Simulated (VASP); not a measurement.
A run of VASP 6.6.1 is set up as follows.

Contents of INCAR:

```
PREC     = Accurate       # precision mode
ENCUT    = 600            # plane-wave cutoff, eV
EDIFF    = 1E-6           # SCF threshold, eV
ISMEAR   = 0              # smearing method
SIGMA    = 0.1            # smearing width, eV
LREAL    = False          # projectors in reciprocal space
LASPH    = True           # aspherical terms in the spheres
NELM     = 100            # most SCF steps
ALGO     = Normal         # electronic algorithm
ISIF     = 3              # what is computed and relaxed
LWAVE    = False          # write WAVECAR
LCHARG   = False          # write CHGCAR
GGA      = PE             # functional
IVDW     = 12             # dispersion correction
IBRION   = 2              # ionic algorithm
NSW      = 70             # ionic steps
EDIFFG   = -0.005         # ionic threshold
```

File KPOINTS:

```
Automatic mesh
0
Gamma
  18 18 18
```

POSCAR

```
In
1.0
   -1.6950972428      1.6950972428      2.3922503790
    1.6950972428     -1.6950972428      2.3922503790
    1.6950972428      1.6950972428     -2.3922503790
In
1
Direct
    0.0000000000      0.0000000000      0.0000000000
```

Potentials or basis: VASP PAW PBE potentials, release 64 (In_d).

Command:

```sh
$ cat potpaw_PBE.64/In_d/POTCAR > POTCAR
$ mpirun -np 1 vasp_std > vasp.out
```

(1) Predict the relaxed volume.

(2) What does it give for the space group after relaxing (to 0.05 Å)?

(3) Predict the dispersion energy per atom.

## Answers

(1) 26.10 Å³/atom.

(2) Fm-3m (No. 225).

(3) -0.339 eV.

Caveat: pairwise dispersion overbinds metals, which lowers pressure and volume.
